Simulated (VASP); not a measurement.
Write the native input for VASP 6.6.1 that does the following.

- Task: single point
- Functional: PBE
- Potentials or basis: VASP PAW PBE potentials, release 64 (Tm_3, H, Os), 4f in core
- Cutoff: 600 eV
- k mesh: 8 × 8 × 4
- Occupations: gaussian, width 0.1 eV
- Spin: no spin polarisation
- Dipole correction: no
- Further INCAR settings: ALGO = Normal; EDIFF = 1e-06; NBANDS = 27

The structure of TmHOs lies in POSCAR:

```
TmHOs
1.0
    3.6133434876      0.0000000000      0.0000000000
    0.0000000000      3.6133434876      0.0000000000
    0.0000000000      0.0000000000      7.3662388202
Tm H Os
2 2 2
Direct
    0.5000000000      0.0000000000      0.6795796364
    0.0000000000      0.5000000000      0.3204203636
    0.0000000000      0.0000000000      0.5000000000
    0.5000000000      0.5000000000      0.5000000000
    0.0000000000      0.0000000000      0.0000000000
    0.5000000000      0.5000000000      0.0000000000
```

The cell was generated, and may not be a known phase.

The input as run:

INCAR

```
  ALGO = Normal
  EDIFF = 1E-6
  ENCUT = 600
  GGA = PE
  GGA_COMPAT = False
  ISIF = 2
  ISMEAR = 0
  LASPH = True
  LCHARG = True
  LELF = True
  LMAXMIX = 6
  LREAL = False
  LVHAR = True
  LWAVE = False
  NBANDS = 27
  NELM = 200
  PREC = Accurate
  SIGMA = 0.1
```

KPOINTS

```
k-points
0
Gamma
  8 8 4
```

Potentials or basis: VASP PAW PBE potentials, release 64 (Tm_3, H, Os), 4f in core.

Launch:

```console
$ cat potpaw_PBE.64/Tm_3/POTCAR potpaw_PBE.64/H/POTCAR potpaw_PBE.64/Os/POTCAR > POTCAR
$ mpirun -np 1 vasp_std > vasp.out
```

Results of the run:

The pressure is 0.4 GPa, the largest force is 0.009 eV/Å and the band gap on the k mesh is zero (bands 18 and 19 overlap by 1.27 eV).

Caveat: spin-orbit coupling is left out, which moves the levels of the heavy elements; the 4f electrons are frozen in the core, so they carry no moment and show no levels.

Run time: 92 s on 1 thread of Intel(R) Xeon(R) 6975P-C (Granite Rapids) (shared host), peak memory 0.3 GiB.
